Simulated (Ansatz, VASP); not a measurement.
# One calculation of Gd, two programs

```xyz
1
Lattice="0.0000 2.5858 2.5858 2.5858 0.0000 2.5858 2.5858 2.5858 0.0000" Properties=species:S:1:pos:R:3 pbc="T T T"
Gd    0.0000    0.0000    0.0000
```

Alike in both runs: task single point; functional PBE; k mesh 8 × 8 × 8; occupations fermi-dirac, width 0.05 eV; collinear spin; fixed moment 0 μB.

|  | VASP | Ansatz |
| --- | --- | --- |
| version | VASP 6.6.1 | Ansatz 0.2.0 |
| potentials or method | VASP PAW PBE potentials, release 64 (Gd) | Ansatz PAW |
| plane-wave cutoff (eV) | 520 | 420 |
| valence electrons in the cell | 18 | 18 |

Ansatz gave:

| Quantity | Value |
| --- | --- |
| pressure (GPa) | -2.7 |
| net moment per atom (μB) | 0.00 |
| size of the moment on the site where the two differ most (μB) | 0.00 |

What did VASP give for the same quantities?

Pressure (GPa): -2.7; net moment per atom (μB): 0.00; size of the moment on the site where the two differ most (μB): 0.04.

Site moments also hang on the region over which each program counts them.

Neither program's run includes spin-orbit coupling.
